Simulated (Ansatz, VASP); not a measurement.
**Two plane-wave programs on Pb**

File INCAR:

```
SYSTEM = Pb
ALGO = Normal ; EDIFF = 1E-7
ENCUT = 520 ; GGA = PE
ISIF = 2 ; ISMEAR = -1
LASPH = .TRUE. ; LCHARG = .FALSE.
LREAL = .FALSE. ; LWAVE = .FALSE.
NBANDS = 28 ; NELM = 60
PREC = Accurate ; SIGMA = 0.1
```

KPOINTS

```
k-points
0
G
  7 7 10
  0 0 0
```

File POSCAR:

```
Pb
1.0
    5.7702534039      0.0000000000      0.0000000000
   -2.8851267020      4.9971860340      0.0000000000
    0.0000000000      0.0000000000      3.4870566747
Pb
3
Direct
    0.0000000000      0.0000000000      0.0000000000
    0.3333333333      0.6666666667      0.5000000000
    0.6666666667      0.3333333333      0.5000000000
```

Input for Ansatz:

```yaml
crystal:
  lattice:
    - [5.7702534039, 0.0, 0.0]
    - [-2.885126702, 4.997186034, 0.0]
    - [0.0, 0.0, 3.4870566747]
  atoms:
    - { symbol: Pb, position: [0.0, 0.0, 0.0] }
    - { symbol: Pb, position: [0.3333333333, 0.6666666667, 0.5] }
    - { symbol: Pb, position: [0.6666666667, 0.3333333333, 0.5] }
hamiltonian:
  xc: pbe
  pseudopotentials:
    kind: paw
    azcp:
      Pb: "pseudopotentials/Pb.paw.azcp"
basis:
  ecutwfc: 420
  fft_grid_basis: typed
kpoints:
  mp_grid: { grid: [7, 7, 10], shift: [0, 0, 0] }
magnetization:
  spin_polarized: false
scf:
  occupations: { method: fermi_dirac, width: 0.1 }
  lower_state_search: "off"
output:
  stress: true
```

Alike in both runs: task single point; functional PBE; k mesh 7 × 7 × 10; occupations fermi-dirac, width 0.1 eV; no spin polarisation.

|  | VASP | Ansatz |
| --- | --- | --- |
| version | VASP 6.6.1 | Ansatz 0.2.0 |
| potentials or method | VASP PAW PBE potentials, release 64 (Pb_d), cutoff 520 eV | plane waves (420 eV) with PAW, scalar-relativistic |
| valence electrons in the cell | 42 | 42 |

```tsv
	VASP	Ansatz	Ansatz less VASP
pressure (GPa)	-1.4	-1.3	+0.05
traceless stress, the component that is largest in VASP (GPa)	-0.48	-0.48	+0.001
```

The functional is the same, so the differences come from potentials, cutoffs and numerics.

Neither program's run includes spin-orbit coupling.
